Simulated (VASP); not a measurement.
Input of a VASP 6.6.1 run:

INCAR

```
SYSTEM = LaBi
ALGO = Normal
EDIFF = 1E-6
ENCUT = 520
GGA = CA
ISIF = 2
ISMEAR = 1
LASPH = .TRUE.
LCHARG = .TRUE.
LELF = .TRUE.
LREAL = .FALSE.
LVHAR = .TRUE.
LWAVE = .FALSE.
NBANDS = 20
NELM = 60
PREC = Accurate
SIGMA = 0.05
```

File KPOINTS:

```
k-points
0
G
  6 6 6
  0 0 0
```

The input POSCAR:

```
LaBi
1.0
    0.0000000000      3.2381364536      3.2381364536
    3.2381364536      0.0000000000      3.2381364536
    3.2381364536      3.2381364536      0.0000000000
La Bi
1 1
Direct
    0.0000000000      0.0000000000      0.0000000000
    0.5000000000      0.5000000000      0.5000000000
```

Potentials or basis: VASP PAW LDA potentials, release 64 (La, Bi_d).

The run is started by

```console
$ cat potpaw_LDA.64/La/POTCAR potpaw_LDA.64/Bi_d/POTCAR > POTCAR
$ mpirun -np 1 vasp_std > vasp.out
```

Task: Predict the pressure.

Result: 0.9 GPa.

Task: Predict the band gap on the k mesh.

Result: Zero (band 13 reaches 7.39 eV, above the bottom of band 14 at 6.89 eV).

Caveat: spin-orbit coupling is left out, which moves the levels of the heavy elements.
